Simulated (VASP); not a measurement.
Wanted: the native input for a VASP 6.6.1 run.

| Item | Value |
| --- | --- |
| Task | relaxation of cell and atoms |
| Functional | PBE |
| Potentials or basis | VASP PAW PBE potentials, release 64 (Pb_d, O) |
| Cutoff | 600 eV |
| k mesh | 8 × 8 × 10 |
| Occupations | gaussian, width 0.1 eV |
| Spin | no spin polarisation |
| Dipole correction | no |
| Further INCAR settings | ALGO = Normal; EDIFF = 1e-06; IBRION = 2; EDIFFG = -0.005; NSW = 100; ISIF = 3 |

The structure of PbO2 lies in POSCAR:

```
PbO2
1.0
    5.0810240895      0.0000000000      0.0000000000
    0.0000000000      5.0810240895      0.0000000000
    0.0000000000      0.0000000000      3.4425600361
Pb O
2 4
Direct
    0.0000000000      0.0000000000      0.0000000000
    0.5000000000      0.5000000000      0.5000000000
    0.3080075554      0.3080075554      0.0000000000
    0.1919924446      0.8080075554      0.5000000000
    0.6919924446      0.6919924446      0.0000000000
    0.8080075554      0.1919924446      0.5000000000
```

One way to write it, as run:

INCAR

```
SYSTEM = PbO2
PREC     = Accurate       ! precision mode
ENCUT    = 600            ! plane-wave cutoff, eV
EDIFF    = 1E-6           ! SCF threshold, eV
ISMEAR   = 0              ! smearing method
SIGMA    = 0.1            ! smearing width, eV
LREAL    = .False.        ! projectors in reciprocal space
LASPH    = .True.         ! aspherical terms in the spheres
NELM     = 100            ! most SCF steps
ALGO     = Normal         ! electronic algorithm
ISIF     = 3              ! what is computed and relaxed
LWAVE    = .False.        ! write WAVECAR
LCHARG   = .False.        ! write CHGCAR
GGA      = PE             ! functional
IBRION   = 2              ! ionic algorithm
NSW      = 100            ! ionic steps
EDIFFG   = -0.005         ! ionic threshold
```

KPOINTS

```
regular mesh
0
Gamma
  8 8 10
  0 0 0
```

Potentials or basis: VASP PAW PBE potentials, release 64 (Pb_d, O).

Run with:

```console
$ cat potpaw_PBE.64/Pb_d/POTCAR potpaw_PBE.64/O/POTCAR > POTCAR
$ mpirun -np 1 vasp_std > vasp.out
```

It gave:

```yaml
Relaxed_volume: 14.83 Å³/atom
Relaxed_cell: a = 5.081 Å, b = 5.081 Å, c = 3.446 Å, α = 90.00°, β = 90.00°, γ = 90.00°
Space_group_after_relaxing_to_0.05_Å: P4_2/mnm (No. 136)
Energy_gained_by_relaxing: 0.0 meV/atom
Ionic_steps: 4
Pressure_after_relaxing: 0.0 GPa
```

It took 6.1 min on 1 thread of Intel(R) Xeon(R) 6975P-C (Granite Rapids) (shared host), peak memory 0.4 GiB.
